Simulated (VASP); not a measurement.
# CoSi (rocksalt type) (Fm-3m) in VASP: further runs, part 2 of 2

VASP 6.6.1. Earlier steps stand in the parts before.

### 3 Single point, PBE (volume scaled by 0.64)

File INCAR:

```
PREC     = Accurate       # precision mode
ENCUT    = 520            # plane-wave cutoff, eV
EDIFF    = 1E-6           # SCF threshold, eV
ISMEAR   = -1             # smearing method
SIGMA    = 0.1            # smearing width, eV
LREAL    = F              # projectors in reciprocal space
LASPH    = T              # aspherical terms in the spheres
NELM     = 60             # most SCF steps
ALGO     = Normal         # electronic algorithm
ISIF     = 2              # what is computed and relaxed
LWAVE    = F              # write WAVECAR
LCHARG   = F              # write CHGCAR
GGA      = PE             # functional
NBANDS   = 14             # bands
```

File KPOINTS:

```
regular mesh
0
Gamma
  16 16 16
```

File POSCAR:

```
CoSi
1.0
    0.0000000000      2.0099274374      2.0099274374
    2.0099274374      0.0000000000      2.0099274374
    2.0099274374      2.0099274374      0.0000000000
Co Si
1 1
Direct
    0.0000000000      0.0000000000      0.0000000000
    0.5000000000      0.5000000000      0.5000000000
```

Potentials or basis: VASP PAW PBE potentials, release 64 (Co, Si).

Launch:

```bash
> cat potpaw_PBE.64/Co/POTCAR potpaw_PBE.64/Si/POTCAR > POTCAR
> mpirun -np 1 vasp_std > vasp.out
```

OUTCAR:

```text
PREC = Accurate
   ENCUT = 520
   EDIFF = 1E-6
   ISMEAR = -1
   LREAL = F
   LASPH = T
   NELM = 60
   ISIF = 2
   GGA = PE

 ion  position               nearest neighbor table
   1  0.000  0.000  0.000-   2 2.01   2 2.01   2 2.01   2 2.01   2 2.01   2 2.01
   2  0.500  0.500  0.500-   1 2.01   1 2.01   1 2.01   1 2.01   1 2.01   1 2.01

  LATTYP: Found a face centered cubic cell.
 ALAT       =     4.0198548748

  Lattice vectors:

 A1 = (   0.0000000000,   2.0099274374,   2.0099274374)
 A2 = (   2.0099274374,   0.0000000000,   2.0099274374)
 A3 = (   2.0099274374,   2.0099274374,   0.0000000000)

Analysis of symmetry for initial positions (statically):
=====================================================================
 Subroutine PRICEL returns:
 Original cell was already a primitive cell.

 Routine SETGRP: Setting up the symmetry group for a
 face centered cubic supercell.

 Subroutine GETGRP returns: Found 48 space group operations
 (whereof 48 operations were pure point group operations)
 out of a pool of 48 trial point group operations.

The static configuration has the point symmetry O_h .

Analysis of symmetry for dynamics (positions and initial velocities):
=====================================================================
 Subroutine PRICEL returns:
 Original cell was already a primitive cell.

 Routine SETGRP: Setting up the symmetry group for a
 face centered cubic supercell.

 Subroutine GETGRP returns: Found 48 space group operations
 (whereof 48 operations were pure point group operations)
 out of a pool of 48 trial point group operations.

The dynamic configuration has the point symmetry O_h .

 Subroutine INISYM returns: Found 48 space group operations
 (whereof 48 operations are pure point group operations),
 and found     1 'primitive' translations

----------------------------------------------------------------------------------------

                                     Primitive cell

  volume of cell :      16.2394

  direct lattice vectors                    reciprocal lattice vectors
     0.000000000  2.009927437  2.009927437    -0.248765200  0.248765200  0.248765200
     2.009927437  0.000000000  2.009927437     0.248765200 -0.248765200  0.248765200
     2.009927437  2.009927437  0.000000000     0.248765200  0.248765200 -0.248765200

  length of vectors
     2.842466641  2.842466641  2.842466641     0.430873965  0.430873965  0.430873965

  position of ions in fractional coordinates (direct lattice)
     0.000000000  0.000000000  0.000000000
     0.500000000  0.500000000  0.500000000

  ion indices of the primitive-cell ions
   primitive index   ion index
                 1           1
                 2           2

----------------------------------------------------------------------------------------

 KPOINTS: regular mesh

Automatic generation of k-mesh.
 Grid dimensions read from file:
 generate k-points for:   16   16   16

 Generating k-lattice:

  Cartesian coordinates                     Fractional coordinates (reciprocal lattice)
    -0.015547825  0.015547825  0.015547825     0.062500000  0.000000000  0.000000000
     0.015547825 -0.015547825  0.015547825     0.000000000  0.062500000  0.000000000
     0.015547825  0.015547825 -0.015547825     0.000000000  0.000000000  0.062500000

  Length of vectors
     0.026929623  0.026929623  0.026929623

  Shift w.r.t. Gamma in fractional coordinates (k-lattice)
     0.000000000  0.000000000  0.000000000

 Subroutine IBZKPT returns following result:
 ===========================================

 Found    145 irreducible k-points:

 Following reciprocal coordinates:
            Coordinates               Weight
  0.000000  0.000000  0.000000      1.000000
  0.062500  0.000000  0.000000      8.000000
  0.125000  0.000000  0.000000      8.000000
  0.187500  0.000000  0.000000      8.000000
  0.250000  0.000000  0.000000      8.000000
  0.312500  0.000000  0.000000      8.000000
[... 16 lines left out ...]
 -0.125000  0.062500  0.000000     24.000000
 -0.062500  0.062500  0.000000     12.000000
 [... further k-points ...]
   k-points           NKPTS =    145   k-points in BZ     NKDIM =    145   number of bands    NBANDS=     14
   number of dos      NEDOS =    301   number of ions     NIONS =      2
   total plane-waves  NPLWV =  13824
   dimension x,y,z NGX =    24 NGY =   24 NGZ =   24
   dimension x,y,z NGXF=    48 NGYF=   48 NGZF=   48
   ions per type =               1   1
   NGX,Y,Z   is equivalent  to a cutoff of  14.04, 14.04, 14.04 a.u.
   NGXF,Y,Z  is equivalent  to a cutoff of  28.07, 28.07, 28.07 a.u.
 SYSTEM =  unknown system
   PREC   = accura    normal or accurate (medium, high low for compatibility)
   ISTART =      0    job   : 0-new  1-cont  2-samecut
   ICHARG =      2    charge: 1-file 2-atom 10-const
   ISPIN  =      1    spin polarized calculation?
   LNONCOLLINEAR =      F non collinear calculations
   LSORBIT =      F    spin-orbit coupling
   LASPH  =      T    aspherical Exc in radial PAW
   ENCUT  =  520.0 eV  38.22 Ry    6.18 a.u.   5.29  5.29  5.29*2*pi/ulx,y,z
   NELM   =     60;   NELMIN=  2; NELMDL= -5     # of ELM steps
   EDIFF  = 0.1E-05   stopping-criterion for ELM
   LREAL  =      F    real-space projection
   EDIFFG = 0.1E-04   stopping-criterion for IOM
   NSW    =      0    number of steps for IOM
   IBRION =     -1    ionic relax: 0-MD 1-quasi-New 2-CG
   NFREE  =      0    steps in history (QN), initial steepest desc. (CG)
   ISIF   =      2    stress and relaxation
   ISYM   =      2    0-nonsym 1-usesym 2-fastsym
   POTIM  = 0.5000    time-step for ionic-motion
   TEBEG  =    0.0;   TEEND  =   0.0 temperature during run
   PSTRESS=    0.0 pullay stress
   NELECT =      13.0000    total number of electrons
   NUPDOWN=      -1.0000    fix difference up-down
   EMIN   =  10.00;   EMAX   =-10.00  energy-range for DOS
   EFERMI =   0.00;   METHOD = LEGACY
   ISMEAR =    -1;   SIGMA  =   0.10  broadening in eV -4-tet -1-fermi 0-gaus
   EFERMI_NEDOS =   21; number of points for ismear=-14 and -15
   IALGO  =     38    algorithm
   IMIX   =      4    mixing-type and parameters
     AMIX     =   0.40;   BMIX     =  1.00
     AMIX_MAG =   1.60;   BMIX_MAG =  1.00
  volume/ion in A,a.u.               =       8.12        54.79
  Fermi-wavevector in a.u.,A,eV,Ry     =   1.520077  2.872529 31.438083  2.310634
  Thomas-Fermi vector in A             =   2.628976
   LORBIT       =      0    0 simple, 1 ext, 2 COOP (PROOUT), +10 PAW based schemes
   GGA     = PE    functional components
[... 5 lines left out ...]
 non-spin polarized calculation
  energy-cutoff  :      520.00
  volume of cell :       16.24
 maximum number of plane-waves:       452
 NGX is ok and might be reduce to    24
   NGX = 11   NGY = 11   NGZ = 11

 number of electron      12.9999998 magnetization

 Free energy of the ion-electron system (eV)
  ---------------------------------------------------
  ext. energy  EPLUGINS =         0.00000000
  ---------------------------------------------------
  free energy    TOTEN  =        -8.68816115 eV

  energy without entropy =       -8.66188959  energy(sigma->0) =       -8.67502537

 E-fermi :  17.6011     XC(G=0): -14.3416

 val. band max:       17.5928287667   @ k =  -0.4375   0.5000   0.0625
 cond. band min:      17.6123298060   @ k =   0.4375   0.1250   0.0000
 fundamental gap:      0.0195010393
 Fermi energy:        17.6010636580

 k-point     1 :       0.0000    0.0000    0.0000
  band No.  band energies     occupation
      1       1.2709      2.00000
      2      13.3812      2.00000
      3      13.3812      2.00000
      4      13.3812      2.00000
      5      13.7957      2.00000
      6      13.7957      2.00000
      7      24.5489      0.00000
      8      24.5489      0.00000
      9      24.5489      0.00000
     10      29.7047      0.00000
     11      30.5951      0.00000
     12      30.5951      0.00000
     13      30.5951      0.00000
     14      37.0333      0.00000
[... 375 lines left out ...]
 k-point    24 :      -0.0625    0.0625    0.0000
  band No.  band energies     occupation
      1       1.5710      2.00000
      2      13.1384      2.00000
      3      13.3845      2.00000
      4      13.4977      2.00000
      5      13.6158      2.00000
      6      13.8462      2.00000
      7      23.7400      0.00000
      8      24.0554      0.00000
      9      25.0836      0.00000
     10      28.5513      0.00000
     11      30.6514      0.00000
     12      30.6742      0.00000
     13      32.7663      0.00000
     14      34.4229      0.00000

 [... further k-points ...]

------------------------ aborting loop because EDIFF is reached ----------------------------------------

  FORCE on cell =-STRESS in cart. coord.  units (eV):
  Direction    XX          YY          ZZ          XY          YZ          ZX
  --------------------------------------------------------------------------------------
  -------------------------------------------------------------------------------------
  Total       19.0765768     19.0765768     19.0765768      0.0000000     -0.0000000      0.0000000
  in kB     1882.0878670   1882.0878670   1882.0878670      0.0000000     -0.0000000      0.0000000
  external PRESSURE =    1882.0878670 kB  Pullay stress =       0.0000000 kB

 VOLUME and BASIS-vectors are now :
 -----------------------------------------------------------------------------
  energy-cutoff  :      520.00
  volume of cell :       16.24
      direct lattice vectors                 reciprocal lattice vectors
     0.000000000  2.009927437  2.009927437    -0.248765200  0.248765200  0.248765200
     2.009927437  0.000000000  2.009927437     0.248765200 -0.248765200  0.248765200
     2.009927437  2.009927437  0.000000000     0.248765200  0.248765200 -0.248765200

 POSITION                                       TOTAL-FORCE (eV/Angst)
 -----------------------------------------------------------------------------------
      0.00000      0.00000      0.00000         0.000000      0.000000      0.000000
      2.00993      2.00993      2.00993         0.000000      0.000000      0.000000
 -----------------------------------------------------------------------------------
    total drift:                                0.000000     -0.000000     -0.000000

  FREE ENERGIE OF THE ION-ELECTRON SYSTEM (eV)
  ---------------------------------------------------
  free  energy   TOTEN  =        -8.6881611483 eV

  energy  without entropy=       -8.6618895925  energy(sigma->0) =       -8.67502537
```

Wall time 20 s (1 thread of Intel Xeon Platinum 8259CL at 2.50GHz (Skylake/Cascade Lake), shared host); peak memory 0.17 GiB.

What came out:

```yaml
Free_energy: -8.6882 eV
Pressure: 188.2 GPa
```

 Spin polarisation is off, so any magnetic state and its effect on volume and gap are missing.

### 4 Single point, PBE (volume scaled by 0.64)

File INCAR:

```
SYSTEM = CoSi
  ALGO = Normal
  EDIFF = 1E-7
  ENCUT = 520
  GGA = PE
  ISIF = 2
  ISMEAR = -1
  LASPH = .TRUE.
  LCHARG = .FALSE.
  LREAL = .FALSE.
  LWAVE = .FALSE.
  NBANDS = 14
  NELM = 80
  PREC = Accurate
  SIGMA = 0.1
```

File KPOINTS:

```
k-points
0
G
  16 16 16
  0 0 0
```

POSCAR is that of step 3.

Potentials or basis: VASP PAW PBE potentials, release 64 (Co, Si).

Launch:

```bash
> cat potpaw_PBE.64/Co/POTCAR potpaw_PBE.64/Si/POTCAR > POTCAR
> mpirun -np 1 vasp_std > vasp.out
```

OUTCAR:

```text
SYSTEM = CoSi
   EDIFF = 1E-7
   ENCUT = 520
   GGA = PE
   ISIF = 2
   ISMEAR = -1
   LASPH = .TRUE.
   LREAL = .FALSE.
   NELM = 80
   PREC = Accurate

 ion  position               nearest neighbor table
   1  0.000  0.000  0.000-   2 2.01   2 2.01   2 2.01   2 2.01   2 2.01   2 2.01
   2  0.500  0.500  0.500-   1 2.01   1 2.01   1 2.01   1 2.01   1 2.01   1 2.01

  LATTYP: Found a face centered cubic cell.
 ALAT       =     4.0198548748

  Lattice vectors:

 A1 = (   0.0000000000,   2.0099274374,   2.0099274374)
 A2 = (   2.0099274374,   0.0000000000,   2.0099274374)
 A3 = (   2.0099274374,   2.0099274374,   0.0000000000)

Analysis of symmetry for initial positions (statically):
=====================================================================
 Subroutine PRICEL returns:
 Original cell was already a primitive cell.

 Routine SETGRP: Setting up the symmetry group for a
 face centered cubic supercell.

 Subroutine GETGRP returns: Found 48 space group operations
 (whereof 48 operations were pure point group operations)
 out of a pool of 48 trial point group operations.

The static configuration has the point symmetry O_h .

[... 174 lines left out ...]
      6      13.7957      2.00000
      7      24.5489      0.00000
      8      24.5489      0.00000
      9      24.5489      0.00000
     10      29.7047      0.00000
     11      30.5951      0.00000
     12      30.5951      0.00000
     13      30.5951      0.00000
     14      37.0333      0.00000
[... 377 lines left out ...]
      1       1.5711      2.00000
      2      13.1384      2.00000
      3      13.3845      2.00000
      4      13.4977      2.00000
      5      13.6158      2.00000
      6      13.8462      2.00000
      7      23.7400      0.00000
      8      24.0554      0.00000
      9      25.0836      0.00000
     10      28.5513      0.00000
     11      30.6514      0.00000
     12      30.6742      0.00000
     13      32.7663      0.00000
     14      34.4230      0.00000

 [... further k-points ...]

------------------------ aborting loop because EDIFF is reached ----------------------------------------

  FORCE on cell =-STRESS in cart. coord.  units (eV):
  Direction    XX          YY          ZZ          XY          YZ          ZX
  --------------------------------------------------------------------------------------
  -------------------------------------------------------------------------------------
  Total       19.0748314     19.0748314     19.0748314     -0.0000000      0.0000000      0.0000000
  in kB     1881.9156657   1881.9156657   1881.9156657     -0.0000000      0.0000000      0.0000000
  external PRESSURE =    1881.9156657 kB  Pullay stress =       0.0000000 kB

 VOLUME and BASIS-vectors are now :
 -----------------------------------------------------------------------------
  energy-cutoff  :      520.00
  volume of cell :       16.24
      direct lattice vectors                 reciprocal lattice vectors
     0.000000000  2.009927437  2.009927437    -0.248765200  0.248765200  0.248765200
     2.009927437  0.000000000  2.009927437     0.248765200 -0.248765200  0.248765200
     2.009927437  2.009927437  0.000000000     0.248765200  0.248765200 -0.248765200

 POSITION                                       TOTAL-FORCE (eV/Angst)
 -----------------------------------------------------------------------------------
      0.00000      0.00000      0.00000         0.000000      0.000000      0.000000
      2.00993      2.00993      2.00993         0.000000      0.000000      0.000000
 -----------------------------------------------------------------------------------
    total drift:                                0.000000     -0.000000     -0.000000

  FREE ENERGIE OF THE ION-ELECTRON SYSTEM (eV)
  ---------------------------------------------------
  free  energy   TOTEN  =        -8.6881614296 eV

  energy  without entropy=       -8.6618900447  energy(sigma->0) =       -8.67502574
```

OSZICAR:

```text
N       E                     dE             d eps       ncg     rms          rms(c)
DAV:   1     0.523188209290E+02    0.52319E+02   -0.55767E+03  4164   0.105E+03
DAV:   2    -0.731453985659E+01   -0.59633E+02   -0.53858E+02  4600   0.203E+02
DAV:   3    -0.949080185848E+01   -0.21763E+01   -0.21562E+01  4684   0.420E+01
DAV:   4    -0.951711031679E+01   -0.26308E-01   -0.26298E-01  4776   0.428E+00
DAV:   5    -0.951775125877E+01   -0.64094E-03   -0.64092E-03  4960   0.671E-01    0.202E+01
DAV:   6    -0.959201503869E+01   -0.74264E-01   -0.11362E+01  4276   0.557E+01    0.787E+00
DAV:   7    -0.877674427608E+01    0.81527E+00   -0.50638E+00  4294   0.383E+01    0.754E+00
DAV:   8    -0.868809562362E+01    0.88649E-01   -0.18745E-01  5298   0.586E+00    0.547E-01
DAV:   9    -0.868815040793E+01   -0.54784E-04   -0.52854E-03  5776   0.717E-01    0.249E-01
DAV:  10    -0.868816478114E+01   -0.14373E-04   -0.24614E-04  5626   0.191E-01    0.548E-02
DAV:  11    -0.868816091555E+01    0.38656E-05   -0.32226E-05  5086   0.829E-02    0.145E-02
DAV:  12    -0.868816115335E+01   -0.23780E-06   -0.84140E-07  4828   0.728E-03    0.338E-03
DAV:  13    -0.868816149535E+01   -0.34200E-06   -0.19861E-08  2786   0.185E-03    0.110E-03
DAV:  14    -0.868816142963E+01    0.65724E-07   -0.11177E-08  2330   0.161E-03
   1 F= -.86881614E+01 E0= -.86750257E+01  d E =-.262714E-01
```

stdout:

```text
POSCAR found type information on POSCAR CoSi
 POSCAR found :  2 types and       2 ions
 scaLAPACK will be used
 LDA part: xc-table for (Slater+PW92), standard interpolation
 POSCAR, INCAR and KPOINTS ok, starting setup
 FFT: planning ... GRIDC
 FFT: planning ... GRID_SOFT
 FFT: planning ... GRID
 WAVECAR not read
 entering main loop
```

Run time: 22 s. Hardware: 1 thread of Intel Xeon Platinum 8259CL at 2.50GHz (Skylake/Cascade Lake), shared host; peak memory 0.16 GiB.

Results:

```
Free energy : -8.6882 eV
Pressure    : 188.2 GPa
```

 Spin polarisation is off, so any magnetic state and its effect on volume and gap are missing.
